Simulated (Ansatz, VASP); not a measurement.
# One calculation of Ge, two programs

```
Ge
1.0
     0.00000    2.80217    2.80217
     2.80217    0.00000    2.80217
     2.80217    2.80217    0.00000
Ge
2
Direct
  0.87500 0.87500 0.87500
  0.12500 0.12500 0.12500
```

Change from the starting cell: volume scaled by 0.92, LAPW.

Alike in both runs: task single point; functional PBE; k mesh 11 × 11 × 11; occupations fermi-dirac, width 0.08 eV; no spin polarisation.

```csv
,VASP,Ansatz
version,VASP 6.6.1,Ansatz 0.2.0
potentials or method,"VASP PAW PBE potentials, release 64 (Ge_d), cutoff 520 eV","all-electron LAPW, scalar-relativistic"
```

VASP gave:

```
pressure (GPa) : 5.9
```

Task: Estimate Ansatz's values.

Result: Pressure (GPa): 6.0.

Ansatz ran all-electron here, and VASP with PAW potentials.
